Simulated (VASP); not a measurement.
Wanted: the native input for a VASP 6.6.1 run.

```
Task                   : single point
Functional             : LDA
Potentials or basis    : VASP PAW LDA potentials, release 64 (Sc_sv, B)
Cutoff                 : 520 eV
k mesh                 : 18 × 18 × 12
Occupations            : fermi-dirac, width 0.15 eV
Spin                   : no spin polarisation
Dipole correction      : no
Further INCAR settings : ALGO = Normal; EDIFF = 1e-07; NBANDS = 16
```

The structure of ScB2 lies in POSCAR:

```
ScB2
1.0
    3.0800593923      0.0000000000      0.0000000000
   -1.5400296961      2.6674096789      0.0000000000
    0.0000000000      0.0000000000      3.4304891085
Sc B
1 2
Direct
    0.0000000000      0.0000000000      0.0000000000
    0.3333333333      0.6666666667      0.5000000000
    0.6666666667      0.3333333333      0.5000000000
```

This cell differs from its parent crystal: volume scaled by 0.98, then relaxed in part.

These files were run (other wordings do the same):

INCAR

```
SYSTEM = ScB2
PREC     = Accurate       ! precision mode
ENCUT    = 520            ! plane-wave cutoff, eV
EDIFF    = 1E-7           ! SCF threshold, eV
ISMEAR   = -1             ! smearing method
SIGMA    = 0.15           ! smearing width, eV
LREAL    = .FALSE.        ! projectors in reciprocal space
LASPH    = .TRUE.         ! aspherical terms in the spheres
NELM     = 80             ! most SCF steps
ALGO     = Normal         ! electronic algorithm
ISIF     = 2              ! what is computed and relaxed
LWAVE    = .FALSE.        ! write WAVECAR
LCHARG   = .FALSE.        ! write CHGCAR
NBANDS   = 16             ! bands
```

KPOINTS

```
regular mesh
0
G
  18 18 12
  0 0 0
```

Potentials or basis: VASP PAW LDA potentials, release 64 (Sc_sv, B).

The run is started by

```sh
$ cat potpaw_LDA.64/Sc_sv/POTCAR potpaw_LDA.64/B/POTCAR > POTCAR
$ mpirun -np 1 vasp_std > vasp.out
```

Results of the run:

* Pressure: 5.2 GPa

It took 68 s on 1 thread of Intel(R) Xeon(R) Platinum 8488C (Sapphire Rapids), on a shared host, peak memory 0.22 GiB.
